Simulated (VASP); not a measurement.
Input of a VASP 6.6.1 run:

Contents of INCAR:

```
SYSTEM = Sn
PREC     = Accurate       ! precision mode
ENCUT    = 520            ! plane-wave cutoff, eV
EDIFF    = 1E-6           ! SCF threshold, eV
ISMEAR   = -1             ! smearing method
SIGMA    = 0.1            ! smearing width, eV
LREAL    = .FALSE.        ! projectors in reciprocal space
LASPH    = .TRUE.         ! aspherical terms in the spheres
NELM     = 80             ! most SCF steps
ALGO     = Normal         ! electronic algorithm
ISIF     = 2              ! what is computed and relaxed
LWAVE    = .FALSE.        ! write WAVECAR
LCHARG   = .TRUE.         ! write CHGCAR
GGA      = B5             ! functional
ALDAX    = 1.0          
AGGAX    = 1.0          
AGGAC    = 1.0          
ALDAC    = 0.0          
LELF     = .TRUE.         ! ELF
LVHAR    = .TRUE.       
NBANDS   = 28             ! bands
```

Contents of KPOINTS:

```
regular mesh
0
G
  7 7 11
  0 0 0
```

The input POSCAR:

```
Sn
1.0
    5.6969897363      0.0000000000      0.0000000000
   -2.8484948681      4.9337378367      0.0000000000
    0.0000000000      0.0000000000      3.3096924917
Sn
3
Direct
    1.0000000000      1.0000000000      0.0000000000
    0.3333333333      0.6666666667      0.5000000000
    0.6666666667      0.3333333333      0.5000000000
```

Potentials or basis: VASP PAW PBE potentials, release 64 (Sn_d).

Run with:

```sh
$ cat potpaw_PBE.64/Sn_d/POTCAR > POTCAR
$ mpirun -np 1 vasp_std > vasp.out
```

Question: Predict the band gap on the k mesh.

Answer: Zero (band 21 reaches 8.66 eV, above the bottom of band 22 at 4.98 eV).

Question: Estimate the pressure.

Answer: -0.1 GPa.

Stress tensor (GPa, compression positive):
```
-0.40  0.00  0.00
 0.00 -0.40  0.00
 0.00  0.00  0.50
```

Caveat: the PAW data sets were made with another functional, which shifts forces and pressure a little; spin-orbit coupling is left out, which moves the levels of the heavy elements.
